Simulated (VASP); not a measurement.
A run of VASP 6.6.1 is set up as follows.

File INCAR:

```
PREC     = Accurate       # precision mode
ENCUT    = 520            # plane-wave cutoff, eV
EDIFF    = 1E-7           # SCF threshold, eV
ISMEAR   = -1             # smearing method
SIGMA    = 0.1            # smearing width, eV
LREAL    = F              # projectors in reciprocal space
LASPH    = T              # aspherical terms in the spheres
NELM     = 80             # most SCF steps
ALGO     = Normal         # electronic algorithm
ISIF     = 2              # what is computed and relaxed
LWAVE    = F              # write WAVECAR
LCHARG   = T              # write CHGCAR
GGA      = PE             # functional
LELF     = T              # ELF
LVHAR    = T            
NBANDS   = 7              # bands
```

Contents of KPOINTS:

```
regular mesh
0
Gamma
  13 13 13
```

File POSCAR:

```
Mg
1.0
    2.7830300964      0.0000000000      0.0000000000
    0.0000000000      2.7830300964      0.0000000000
    0.0000000000      0.0000000000      2.7830300964
Mg
1
Direct
    0.0000000000      0.0000000000      0.0000000000
```

Potentials or basis: VASP PAW PBE potentials, release 64 (Mg).

The run is started by

```console
$ cat potpaw_PBE.64/Mg/POTCAR > POTCAR
$ mpirun -np 1 vasp_std > vasp.out
```

Task: What does it give for the pressure?

Result: 9.0 GPa.

Task: Estimate the band gap on the k mesh.

Result: Zero (band 1 reaches 7.25 eV, above the bottom of band 2 at 1.23 eV).
